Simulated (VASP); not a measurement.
# Si (Fddd) in VASP: a series of runs

Runs on Si. Level: PBE. Tasks: single point.

Everything below comes from runs of VASP 6.6.1. Logs are shortened: lines on timing, memory, paths and dates and some standing lists are left out, and cuts for length are marked.

## (1) The cell of the first run

The structure is orthorhombic, space group Fddd (No. 70). The conventional cell has a = 2.659 Å, b = 6.657 Å, c = 6.758 Å, α = 90.00°, β = 90.00°, γ = 90.00°. Within 3.3 Å of Si (site symmetry 222) lie 10 Si at 2.46 to 3.10 Å.

## (2) Single point, PBE

The input, INCAR:

```
PREC = Accurate
ENCUT = 520
EDIFF = 1E-6
ISMEAR = 0
SIGMA = 0.1
LREAL = False
LASPH = True
NELM = 80
ALGO = Normal
ISIF = 2
LWAVE = False
LCHARG = False
GGA = PE
NBANDS = 11
```

The input, KPOINTS:

```
Automatic mesh
0
Gamma
  15 15 15
```

The input, POSCAR:

```
Si
1.0
   -2.3535867100      2.3535867100      1.3292650000
    2.3535867100     -2.3535867100      1.3292650000
    2.3891572900      2.3891572900     -1.3292650000
Si
2
Direct
    0.2500000000      0.7500000000      0.5000000000
    0.5000000000      0.5000000000      0.0000000000
```

Potentials or basis: VASP PAW PBE potentials, release 64 (Si).

Launch:

```sh
$ cat potpaw_PBE.64/Si/POTCAR > POTCAR
$ mpirun -np 1 vasp_std > vasp.out
```

OUTCAR:

```text
PREC = Accurate
   ENCUT = 520
   EDIFF = 1E-6
   ISMEAR = 0
   LREAL = False
   LASPH = True
   NELM = 80
   ISIF = 2
   GGA = PE

 ion  position               nearest neighbor table
   1  0.250  0.750  0.500-   2 2.46   2 2.46   2 2.46   2 2.46   2 3.10   2 3.10   2 3.10   2 3.10

   2  0.500  0.500  0.000-   1 2.46   1 2.46   1 2.46   1 2.46   1 3.10   1 3.10   1 3.10   1 3.10

  LATTYP: Found a face centered orthorhombic cell.
 ALAT       =     2.6585300000
 B/A-ratio  =     2.5039960019
 C/A-ratio  =     2.5418397702

  Lattice vectors:

 A1 = (   4.7427440000,   0.0355705800,   0.0000000000)
 A2 = (   2.3891572900,   2.3891572900,   1.3292650000)
 A3 = (   2.3535867100,  -2.3535867100,   1.3292650000)

Analysis of symmetry for initial positions (statically):
=====================================================================
 Subroutine PRICEL returns:
 Original cell was already a primitive cell.

 Routine SETGRP: Setting up the symmetry group for a
 face centered orthorhombic supercell.

 Subroutine GETGRP returns: Found  8 space group operations
 (whereof  4 operations were pure point group operations)
 out of a pool of  8 trial point group operations.

The static configuration has the point symmetry D_2 .
 The point group associated with its full space group is D_2h.

Analysis of symmetry for dynamics (positions and initial velocities):
=====================================================================
 Subroutine PRICEL returns:
 Original cell was already a primitive cell.

 Routine SETGRP: Setting up the symmetry group for a
 face centered orthorhombic supercell.

 Subroutine GETGRP returns: Found  8 space group operations
 (whereof  4 operations were pure point group operations)
 out of a pool of  8 trial point group operations.

The dynamic configuration has the point symmetry D_2 .
 The point group associated with its full space group is D_2h.

 Subroutine INISYM returns: Found  8 space group operations
 (whereof  4 operations are pure point group operations),
 and found     1 'primitive' translations

----------------------------------------------------------------------------------------

                                     Primitive cell

  volume of cell :      29.8983

  direct lattice vectors                    reciprocal lattice vectors
    -2.353586710  2.353586710  1.329265000    -0.001581452  0.210860264  0.376147721
     2.353586710 -2.353586710  1.329265000     0.210860264 -0.001581452  0.376147721
     2.389157290  2.389157290 -1.329265000     0.209278812  0.209278812  0.000000000

[... 92 lines left out ...]
   TEBEG  =    0.0;   TEEND  =   0.0 temperature during run
   PSTRESS=    0.0 pullay stress
   NELECT =       8.0000    total number of electrons
   NUPDOWN=      -1.0000    fix difference up-down
   EMIN   =  10.00;   EMAX   =-10.00  energy-range for DOS
   EFERMI =   0.00;   METHOD = LEGACY
   ISMEAR =     0;   SIGMA  =   0.10  broadening in eV -4-tet -1-fermi 0-gaus
   EFERMI_NEDOS =   21; number of points for ismear=-14 and -15
   IALGO  =     38    algorithm
   IMIX   =      4    mixing-type and parameters
     AMIX     =   0.40;   BMIX     =  1.00
     AMIX_MAG =   1.60;   BMIX_MAG =  1.00
  volume/ion in A,a.u.               =      14.95       100.88
  Fermi-wavevector in a.u.,A,eV,Ry     =   1.054928  1.993524 15.141546  1.112872
  Thomas-Fermi vector in A             =   2.190106
   LORBIT       =      0    0 simple, 1 ext, 2 COOP (PROOUT), +10 PAW based schemes
   GGA     = PE    functional components
   LHFCALC =     F    Hartree Fock is set to
   AEXX    =    0.0000 exact exchange contribution
   IVDW    =     0    specifies the selected vdW correction
   LEPSILON=     F    determine dielectric tensor
   LRPA    =     F    only Hartree local field effects (RPA)
 non-spin polarized calculation
 Gauss-broadening in eV      SIGMA  =   0.10
  energy-cutoff  :      520.00
  volume of cell :       29.90
 maximum number of plane-waves:       817
   NGX = 13   NGY = 13   NGZ = 13

 number of electron       8.0000000 magnetization

 Free energy of the ion-electron system (eV)
  ---------------------------------------------------
  ext. energy  EPLUGINS =         0.00000000
  ---------------------------------------------------
  free energy    TOTEN  =       -10.25837928 eV

  energy without entropy =      -10.25520250  energy(sigma->0) =      -10.25679089

 E-fermi :   9.3794     XC(G=0): -10.9840

 val. band max:        9.3787752345   @ k =  -0.0667  -0.2000   0.1333
 cond. band min:       9.3802523370   @ k =  -0.4667  -0.0000   0.1333
 fundamental gap:      0.0014771025
 Fermi energy:         9.3794096346

 k-point     1 :       0.0000    0.0000    0.0000
  band No.  band energies     occupation
      1      -4.5095      2.00000
      2       6.7902      2.00000
      3       7.1156      2.00000
      4       7.6464      2.00000
      5      10.9635      0.00000
      6      16.9195      0.00000
      7      18.5035      0.00000
      8      18.5340      0.00000
      9      18.5899      0.00000
     10      19.6573      0.00000
     11      20.1282      0.00000
[... 309 lines left out ...]
 k-point    24 :       0.2000    0.1333   -0.0000
  band No.  band energies     occupation
      1      -1.9033      2.00000
      2       5.9524      2.00000
      3       8.0155      2.00000
      4       8.5686      2.00000
      5       9.8967      0.00000
      6      11.9517      0.00000
      7      12.9703      0.00000
      8      13.8072      0.00000
      9      15.6343      0.00000
     10      17.4582      0.00000
     11      20.2913      0.00000

 [... further k-points ...]

------------------------ aborting loop because EDIFF is reached ----------------------------------------

  FORCE on cell =-STRESS in cart. coord.  units (eV):
  Direction    XX          YY          ZZ          XY          YZ          ZX
  --------------------------------------------------------------------------------------
  -------------------------------------------------------------------------------------
  Total        0.6573521      0.6573521      0.4569210     -0.2826915     -0.0000000      0.0000000
  in kB       35.2259050     35.2259050     24.4852871    -15.1487493     -0.0000000      0.0000000
  external PRESSURE =      31.6456990 kB  Pullay stress =       0.0000000 kB

 VOLUME and BASIS-vectors are now :
 -----------------------------------------------------------------------------
  energy-cutoff  :      520.00
  volume of cell :       29.90
      direct lattice vectors                 reciprocal lattice vectors
    -2.353586710  2.353586710  1.329265000    -0.001581452  0.210860264  0.376147721
     2.353586710 -2.353586710  1.329265000     0.210860264 -0.001581452  0.376147721
     2.389157290  2.389157290 -1.329265000     0.209278812  0.209278812  0.000000000

 POSITION                                       TOTAL-FORCE (eV/Angst)
 -----------------------------------------------------------------------------------
      2.37137      0.01779      0.66463         0.000000     -0.000000      0.000000
      0.00000      0.00000      1.32926        -0.000000      0.000000     -0.000000
 -----------------------------------------------------------------------------------
    total drift:                                0.000000      0.000000      0.000000

  FREE ENERGIE OF THE ION-ELECTRON SYSTEM (eV)
  ---------------------------------------------------
  free  energy   TOTEN  =       -10.2583792807 eV

  energy  without entropy=      -10.2552025000  energy(sigma->0) =      -10.25679089
```

OSZICAR:

```text
N       E                     dE             d eps       ncg     rms          rms(c)
DAV:   1     0.506074855753E+01    0.50607E+01   -0.33813E+03 11264   0.607E+02
DAV:   2    -0.987979851628E+01   -0.14941E+02   -0.14331E+02 14640   0.830E+01
DAV:   3    -0.102737638679E+02   -0.39397E+00   -0.39198E+00 14537   0.111E+01
DAV:   4    -0.102753950688E+02   -0.16312E-02   -0.16310E-02 13416   0.905E-01
DAV:   5    -0.102754024080E+02   -0.73391E-05   -0.73381E-05 14271   0.552E-02    0.423E+00
DAV:   6    -0.102650291097E+02    0.10373E-01   -0.41588E-03 13074   0.328E-01    0.246E+00
DAV:   7    -0.102583904319E+02    0.66387E-02   -0.96760E-03 12556   0.532E-01    0.218E-01
DAV:   8    -0.102583938891E+02   -0.34572E-05   -0.67827E-04 13461   0.150E-01    0.678E-02
DAV:   9    -0.102583796183E+02    0.14271E-04   -0.31337E-05 13812   0.304E-02    0.278E-02
DAV:  10    -0.102583792807E+02    0.33763E-06   -0.25073E-06 13043   0.100E-02
   1 F= -.10258379E+02 E0= -.10256791E+02  d E =-.317678E-02
```

stdout:

```text
POSCAR found type information on POSCAR Si
 POSCAR found :  1 types and       2 ions
 scaLAPACK will be used
 LDA part: xc-table for (Slater+PW92), standard interpolation
 POSCAR, INCAR and KPOINTS ok, starting setup
 FFT: planning ... GRIDC
 FFT: planning ... GRID_SOFT
 FFT: planning ... GRID
 WAVECAR not read
 entering main loop
```

Wall time 1.9 min (1 thread of Intel Xeon Platinum 8259CL at 2.50GHz (Skylake/Cascade Lake), shared host); peak memory 0.25 GiB.

What came out:

- Free energy: -10.2584 eV
- Pressure: 3.2 GPa
- Band gap on the k mesh: zero (bands 4 and 5 overlap by 6.86 eV)

Caveat: the cell stands under pressure.

## (3) Single point, PBE

The input, INCAR:

```
PREC     = Accurate       # precision mode
ENCUT    = 520            # plane-wave cutoff, eV
EDIFF    = 1E-6           # SCF threshold, eV
ISMEAR   = 0              # smearing method
SIGMA    = 0.1            # smearing width, eV
LREAL    = False          # projectors in reciprocal space
LASPH    = True           # aspherical terms in the spheres
NELM     = 60             # most SCF steps
ALGO     = Normal         # electronic algorithm
ISIF     = 2              # what is computed and relaxed
LWAVE    = False          # write WAVECAR
LCHARG   = False          # write CHGCAR
GGA      = PE             # functional
NBANDS   = 11             # bands
```

KPOINTS is that of step 2.

The input, POSCAR:

```
Si
1.0
   -2.3358014200      2.3358014200      1.3292650000
    2.3358014200     -2.3358014200      1.3292650000
    2.4069425800      2.4069425800     -1.3292650000
Si
2
Direct
    0.2500000000      0.7500000000      0.5000000000
    0.5000000000      0.5000000000      0.0000000000
```

Potentials or basis: VASP PAW PBE potentials, release 64 (Si).

Launch:

```sh
$ cat potpaw_PBE.64/Si/POTCAR > POTCAR
$ mpirun -np 1 vasp_std > vasp.out
```

OUTCAR:

```text
PREC = Accurate
   ENCUT = 520
   EDIFF = 1E-6
   ISMEAR = 0
   LREAL = False
   LASPH = True
   NELM = 60
   ISIF = 2
   GGA = PE

 ion  position               nearest neighbor table
   1  0.250  0.750  0.500-   2 2.46   2 2.46   2 2.46   2 2.46   2 3.10   2 3.10   2 3.10   2 3.10

   2  0.500  0.500  0.000-   1 2.46   1 2.46   1 2.46   1 2.46   1 3.10   1 3.10   1 3.10   1 3.10

  LATTYP: Found a face centered orthorhombic cell.
 ALAT       =     2.6585300000
 B/A-ratio  =     2.4850741178
 C/A-ratio  =     2.5607616544
[... 529 lines left out ...]

  FORCE on cell =-STRESS in cart. coord.  units (eV):
  Direction    XX          YY          ZZ          XY          YZ          ZX
  --------------------------------------------------------------------------------------
  -------------------------------------------------------------------------------------
  Total        0.6957467      0.6957467      0.3809974     -0.5322727     -0.0000000      0.0000000
  in kB       37.2896708     37.2896708     20.4201693    -28.5280158     -0.0000000      0.0000000
  external PRESSURE =      31.6665036 kB  Pullay stress =       0.0000000 kB

 VOLUME and BASIS-vectors are now :
 -----------------------------------------------------------------------------
  energy-cutoff  :      520.00
  volume of cell :       29.89
      direct lattice vectors                 reciprocal lattice vectors
    -2.335801420  2.335801420  1.329265000    -0.003163438  0.210895855  0.376147721
     2.335801420 -2.335801420  1.329265000     0.210895855 -0.003163438  0.376147721
     2.406942580  2.406942580 -1.329265000     0.207732417  0.207732417  0.000000000

 POSITION                                       TOTAL-FORCE (eV/Angst)
 -----------------------------------------------------------------------------------
      2.37137      0.03557      0.66463         0.000000     -0.000000     -0.000000
      0.00000      0.00000      1.32926        -0.000000      0.000000      0.000000
 -----------------------------------------------------------------------------------
    total drift:                                0.000000      0.000000      0.000000

  FREE ENERGIE OF THE ION-ELECTRON SYSTEM (eV)
  ---------------------------------------------------
  free  energy   TOTEN  =       -10.2521245537 eV

  energy  without entropy=      -10.2484160840  energy(sigma->0) =      -10.25027032
```

Run time: 1.7 min. Hardware: 1 thread of Intel Xeon Platinum 8259CL at 2.50GHz (Skylake/Cascade Lake), shared host; peak memory 0.25 GiB.

Results:

```
Free energy            : -10.2521 eV
Pressure               : 3.2 GPa
Band gap on the k mesh : zero (bands 4 and 5 overlap by 6.86 eV)
```

Levels at points of the mesh, in eV from the Fermi level:
| k point | band 1 | band 2 | band 3 | band 4 | band 5 | band 6 | band 7 | band 8 | band 9 |
| --- | --- | --- | --- | --- | --- | --- | --- | --- | --- |
| (0.00, 0.00, 0.00) | -13.88 | -2.74 | -2.08 | -1.75 | 1.63 | 7.56 | 9.10 | 9.17 | 9.27 |

Caveat: the cell stands under pressure.

The gap in the log of VASP goes by the Fermi energy; the results here count the filled bands.